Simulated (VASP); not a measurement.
# Si (Im-3m) in VASP: relaxation of cell and atoms with r2SCAN

Aim: the relaxation of cell and atoms of Si with r2SCAN.

Everything below comes from runs of VASP 6.6.1. Logs are shortened: lines on timing, memory, paths and dates and some standing lists are left out, and cuts for length are marked.

## Step 1: The cell of the first run

Symmetry: Im-3m, No. 229, cubic system. The conventional cell has a = 3.045 Å, b = 3.045 Å, c = 3.045 Å, α = 90.00°, β = 90.00°, γ = 90.00°. Si (site symmetry m-3m) has 14 Si at 2.64 to 3.05 Å within 3.5 Å.

This isn't the form of Si at room conditions, which is diamond.

## Step 2: Relaxation of cell and atoms, r2SCAN

Input file POSCAR:

```
Si
1.0
   -1.5225601942      1.5225601942      1.5225601942
    1.5225601942     -1.5225601942      1.5225601942
    1.5225601942      1.5225601942     -1.5225601942
Si
1
Direct
    0.0000000000      0.0000000000      0.0000000000
```

Input file INCAR.step1:

```
SYSTEM = Si
ALGO = Normal
EDIFF = 1E-4
ENCUT = 600
GGA = PE
ISMEAR = 0
LASPH = .True.
LCHARG = .False.
LREAL = .False.
LWAVE = .True.
NELM = 80
PREC = Accurate
SIGMA = 0.1
```

Input file INCAR.step2:

```
SYSTEM = Si
ALGO = Normal
EDIFF = 1E-6
EDIFFG = -0.01
ENCUT = 600
IBRION = 2
ISIF = 3
ISMEAR = 0
ISTART = 1
LASPH = .True.
LCHARG = .False.
LMIXTAU = .True.
LREAL = .False.
LWAVE = .False.
METAGGA = R2SCAN
NELM = 80
NSW = 100
PREC = Accurate
SIGMA = 0.1
```

Input file KPOINTS:

```
k-points
0
Gamma
  26 26 26
  0 0 0
```

Potentials or basis: VASP PAW PBE potentials, release 64 (Si).

The run is started by

```
cat potpaw_PBE.64/Si/POTCAR > POTCAR
cp INCAR.step1 INCAR
mpirun -np 1 vasp_std > vasp.out
cp INCAR.step2 INCAR
mpirun -np 1 vasp_std > vasp.out
```

OUTCAR:

```text
SYSTEM = Si
   EDIFF = 1E-6
   EDIFFG = -0.01
   ENCUT = 600
   IBRION = 2
   ISIF = 3
   ISMEAR = 0
   ISTART = 1
   LASPH = .True.
   LREAL = .False.
   METAGGA = R2SCAN
   NELM = 80
   NSW = 100
   PREC = Accurate

 ion  position               nearest neighbor table
   1  0.000  0.000  0.000-

  LATTYP: Found a body centered cubic cell.
 ALAT       =     3.0451203884

  Lattice vectors:

 A1 = (  -1.5225601942,   1.5225601942,   1.5225601942)
 A2 = (   1.5225601942,  -1.5225601942,   1.5225601942)
 A3 = (   1.5225601942,   1.5225601942,  -1.5225601942)

Analysis of symmetry for initial positions (statically):
=====================================================================
 Subroutine PRICEL returns:
 Original cell was already a primitive cell.

 Routine SETGRP: Setting up the symmetry group for a
 body centered cubic supercell.

 Subroutine GETGRP returns: Found 48 space group operations
 (whereof 48 operations were pure point group operations)
 out of a pool of 48 trial point group operations.

The static configuration has the point symmetry O_h .

Analysis of symmetry for dynamics (positions and initial velocities):
=====================================================================
 Subroutine PRICEL returns:
 Original cell was already a primitive cell.

 Routine SETGRP: Setting up the symmetry group for a
 body centered cubic supercell.

 Subroutine GETGRP returns: Found 48 space group operations
 (whereof 48 operations were pure point group operations)
 out of a pool of 48 trial point group operations.

The dynamic configuration has the point symmetry O_h .

 Subroutine INISYM returns: Found 48 space group operations
 (whereof 48 operations are pure point group operations),
 and found     1 'primitive' translations

----------------------------------------------------------------------------------------

                                     Primitive cell

  volume of cell :      14.1183

  direct lattice vectors                    reciprocal lattice vectors
    -1.522560194  1.522560194  1.522560194     0.000000000  0.328394241  0.328394241
     1.522560194 -1.522560194  1.522560194     0.328394241  0.000000000  0.328394241
     1.522560194  1.522560194 -1.522560194     0.328394241  0.328394241  0.000000000

  length of vectors
     2.637151614  2.637151614  2.637151614     0.464419590  0.464419590  0.464419590

  position of ions in fractional coordinates (direct lattice)
     0.000000000  0.000000000  0.000000000

  ion indices of the primitive-cell ions
   primitive index   ion index
                 1           1

----------------------------------------------------------------------------------------

 KPOINTS: k-points

Automatic generation of k-mesh.
 Grid dimensions read from file:
 generate k-points for:   26   26   26

 Generating k-lattice:

  Cartesian coordinates                     Fractional coordinates (reciprocal lattice)
     0.000000000  0.012630548  0.012630548     0.038461538  0.000000000  0.000000000
     0.012630548  0.000000000  0.012630548     0.000000000  0.038461538  0.000000000
     0.012630548  0.012630548  0.000000000     0.000000000  0.000000000  0.038461538

  Length of vectors
     0.017862292  0.017862292  0.017862292

  Shift w.r.t. Gamma in fractional coordinates (k-lattice)
     0.000000000  0.000000000  0.000000000

 Subroutine IBZKPT returns following result:
 ===========================================

 Found    511 irreducible k-points:

 Following reciprocal coordinates:
[... 38 lines left out ...]
   ISPIN  =      1    spin polarized calculation?
   LNONCOLLINEAR =      F non collinear calculations
   LSORBIT =      F    spin-orbit coupling
   LASPH  =      T    aspherical Exc in radial PAW
   ENCUT  =  600.0 eV  44.10 Ry    6.64 a.u.   5.27  5.27  5.27*2*pi/ulx,y,z
   NELM   =     80;   NELMIN=  2; NELMDL=  0     # of ELM steps
   EDIFF  = 0.1E-05   stopping-criterion for ELM
   LREAL  =      F    real-space projection
   EDIFFG = -.1E-01   stopping-criterion for IOM
   NSW    =    100    number of steps for IOM
   IBRION =      2    ionic relax: 0-MD 1-quasi-New 2-CG
   NFREE  =      1    steps in history (QN), initial steepest desc. (CG)
   ISIF   =      3    stress and relaxation
   ISYM   =      2    0-nonsym 1-usesym 2-fastsym
   POTIM  = 0.5000    time-step for ionic-motion
   TEBEG  =    0.0;   TEEND  =   0.0 temperature during run
   PSTRESS=    0.0 pullay stress
   NELECT =       4.0000    total number of electrons
   NUPDOWN=      -1.0000    fix difference up-down
   EMIN   =  10.00;   EMAX   =-10.00  energy-range for DOS
   EFERMI =   0.00;   METHOD = LEGACY
   ISMEAR =     0;   SIGMA  =   0.10  broadening in eV -4-tet -1-fermi 0-gaus
   EFERMI_NEDOS =   21; number of points for ismear=-14 and -15
   IALGO  =     38    algorithm
   IMIX   =      4    mixing-type and parameters
     AMIX     =   0.40;   BMIX     =  1.00
     AMIX_MAG =   1.60;   BMIX_MAG =  1.00
  volume/ion in A,a.u.               =      14.12        95.28
  Fermi-wavevector in a.u.,A,eV,Ry     =   1.075227  2.031885 15.729888  1.156114
  Thomas-Fermi vector in A             =   2.211078
   LORBIT       =      0    0 simple, 1 ext, 2 COOP (PROOUT), +10 PAW based schemes
   METAGGA = R2SCAN    functional components
   LHFCALC =     F    Hartree Fock is set to
   AEXX    =    0.0000 exact exchange contribution
   IVDW    =     0    specifies the selected vdW correction
   LEPSILON=     F    determine dielectric tensor
   LRPA    =     F    only Hartree local field effects (RPA)
 conjugate gradient relaxation of ions
 non-spin polarized calculation
 Gauss-broadening in eV      SIGMA  =   0.10
  energy-cutoff  :      600.00
  volume of cell :       14.12
 maximum number of plane-waves:       481
 NGX is ok and might be reduce to    24
   NGX = 11   NGY = 11   NGZ = 11

--------------------------------------- Ionic step        1  -------------------------------------------

 number of electron       4.0000000 magnetization

 Free energy of the ion-electron system (eV)
  ---------------------------------------------------
  ext. energy  EPLUGINS =         0.00000000
  ---------------------------------------------------
  free energy    TOTEN  =        -8.02974626 eV

  energy without entropy =       -8.02720938  energy(sigma->0) =       -8.02847782

------------------------ aborting loop because EDIFF is reached ----------------------------------------

  FORCE on cell =-STRESS in cart. coord.  units (eV):
  Direction    XX          YY          ZZ          XY          YZ          ZX
  --------------------------------------------------------------------------------------
  -------------------------------------------------------------------------------------
  Total        0.0101770      0.0101770      0.0101770      0.0000000      0.0000000     -0.0000000
  in kB        1.1549031      1.1549031      1.1549031      0.0000000      0.0000000     -0.0000000
  external PRESSURE =       1.1549031 kB  Pullay stress =       0.0000000 kB

 VOLUME and BASIS-vectors are now :
 -----------------------------------------------------------------------------
  energy-cutoff  :      600.00
  volume of cell :       14.12
      direct lattice vectors                 reciprocal lattice vectors
    -1.522560194  1.522560194  1.522560194     0.000000000  0.328394241  0.328394241
     1.522560194 -1.522560194  1.522560194     0.328394241  0.000000000  0.328394241
     1.522560194  1.522560194 -1.522560194     0.328394241  0.328394241  0.000000000

 POSITION                                       TOTAL-FORCE (eV/Angst)
 -----------------------------------------------------------------------------------
      0.00000      0.00000      0.00000        -0.000000      0.000000     -0.000000
 -----------------------------------------------------------------------------------
    total drift:                               -0.000000      0.000000      0.000000

  FREE ENERGIE OF THE ION-ELECTRON SYSTEM (eV)
  ---------------------------------------------------
  free  energy   TOTEN  =        -8.0297462623 eV

  energy  without entropy=       -8.0272093813  energy(sigma->0) =       -8.02847782

--------------------------------------- Ionic step        2  -------------------------------------------

 number of electron       4.0000000 magnetization

 Free energy of the ion-electron system (eV)
  ---------------------------------------------------
  ext. energy  EPLUGINS =         0.00000000
  ---------------------------------------------------
  free energy    TOTEN  =        -8.02975452 eV

  energy without entropy =       -8.02721449  energy(sigma->0) =       -8.02848451

 E-fermi :  10.3794     XC(G=0): -12.1032

 val. band max:       10.3764674555   @ k =   0.2308   0.1923  -0.0000
 cond. band min:      10.3824072682   @ k =   0.3077   0.1923   0.0385
 fundamental gap:      0.0059398127
 Fermi energy:        10.3794409649

 k-point     1 :       0.0000    0.0000    0.0000
  band No.  band energies     occupation
      1      -5.0818      2.00000
      2      23.1195      0.00000
      3      23.1195      0.00000
      4      23.1195      0.00000
      5      23.8469      0.00000
      6      23.8469      0.00000
[... 199 lines left out ...]
 k-point    24 :       0.3846    0.0385   -0.0000
  band No.  band energies     occupation
      1       0.3329      2.00000
      2       6.5072      2.00000
      3      16.3194      0.00000
      4      18.0818      0.00000
      5      20.2414      0.00000
      6      21.8788      0.00000

 [... further k-points ...]
[... 5 lines left out ...]
  --------------------------------------------------------------------------------------
  -------------------------------------------------------------------------------------
  Total       -0.0055133     -0.0055133     -0.0055133      0.0000000      0.0000000     -0.0000000
  in kB       -0.6247453     -0.6247453     -0.6247453      0.0000000      0.0000000     -0.0000000
  external PRESSURE =      -0.6247453 kB  Pullay stress =       0.0000000 kB

 VOLUME and BASIS-vectors are now :
 -----------------------------------------------------------------------------
  energy-cutoff  :      600.00
  volume of cell :       14.14
      direct lattice vectors                 reciprocal lattice vectors
    -1.523307716  1.523307716  1.523307716     0.000000000  0.328233091  0.328233091
     1.523307716 -1.523307716  1.523307716     0.328233091  0.000000000  0.328233091
     1.523307716  1.523307716 -1.523307716     0.328233091  0.328233091  0.000000000

 POSITION                                       TOTAL-FORCE (eV/Angst)
 -----------------------------------------------------------------------------------
      0.00000      0.00000      3.04662         0.000000      0.000000     -0.000000
 -----------------------------------------------------------------------------------
    total drift:                                0.000000     -0.000000     -0.000000

  FREE ENERGIE OF THE ION-ELECTRON SYSTEM (eV)
  ---------------------------------------------------
  free  energy   TOTEN  =        -8.0297545182 eV

  energy  without entropy=       -8.0272144922  energy(sigma->0) =       -8.02848451

 reached required accuracy - stopping structural energy minimisation
```

Run time: 3 min. Hardware: 1 thread of AMD EPYC 9R45 (Zen 5), shared host; peak memory 0.15 GiB.

Results:

* Free energy: -8.0298 eV
* Relaxed volume: 14.14 Å³/atom
* Relaxed cell: a = 2.638 Å, b = 2.638 Å, c = 2.638 Å, α = 109.47°, β = 109.47°, γ = 109.47°
* Space group after relaxing (to 0.1 Å): Im-3m (No. 229)
* Energy gained by relaxing: 0.0 meV/atom
* Ionic steps: 2
* Pressure after relaxing: -0.1 GPa
* Band gap on the k mesh: zero (bands 2 and 3 overlap by 17.30 eV)

Final structure:
```yaml
crystal:
  lattice:
    - [-1.52331, 1.52331, 1.52331]
    - [1.52331, -1.52331, 1.52331]
    - [1.52331, 1.52331, -1.52331]
  atoms:
    - { symbol: Si, position: [0.00000, 0.00000, 0.00000] }
```

Levels at points of the mesh, in eV from the Fermi level:
```csv
k point,band 1,band 2,band 3,band 4,band 5
"(0.00, 0.00, 0.00)",-15.46,12.74,12.74,12.74,13.47
"(0.50, 0.00, 0.00)",-7.31,-7.22,6.11,8.04,8.92
"(0.50, 0.50, 0.50)",-0.55,-0.55,-0.55,1.97,2.28
```

Caveat: the PAW data sets were made with another functional, which shifts forces and pressure a little.
